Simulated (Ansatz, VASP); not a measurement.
**Hf3N in VASP and in Ansatz**

```
CELL_PARAMETERS angstrom
4.39554 0.00000 0.00000
0.00000 4.39554 0.00000
0.00000 0.00000 4.39554
ATOMIC_POSITIONS crystal
Hf 0.00000 0.50000 0.00000
Hf 0.00000 0.00000 0.50000
Hf 0.50000 0.00000 0.00000
N 0.00000 0.00000 0.00000
```

Change from the starting cell: species swapped into the SnF3 type (Fm-3m, No. 225).

Alike in both runs: task relaxation of cell and atoms; functional PBE; k mesh 10 × 10 × 10; occupations gaussian, width 0.1 eV; no spin polarisation.

```csv
,VASP,Ansatz
version,VASP 6.6.1,Ansatz 0.2.0
potentials or method,"VASP PAW PBE potentials, release 64 (Hf_pv, N), cutoff 600 eV","scalar-relativistic, plane waves, PAW"
valence electrons in the cell,35,83
```

VASP gave:

- gap on the k mesh at the Fermi level, each at its own relaxed structure (eV): none
- relaxed volume (Å³/atom): 21.10
- relaxed cell length with the largest relative difference (Å): 4.386

Problem. Which values does Ansatz return?

Solution. gap on the k mesh at the Fermi level, each at its own relaxed structure (eV): none; relaxed volume (Å³/atom): 21.25; relaxed cell length with the largest relative difference (Å): 4.397.

A gap of «none» marks a metal or a gap that the smearing closes. VASP's potentials hold 35 valence electrons a cell and Ansatz's 83, so a difference there can come from the potentials and not from the codes.

Neither program's run includes spin-orbit coupling.
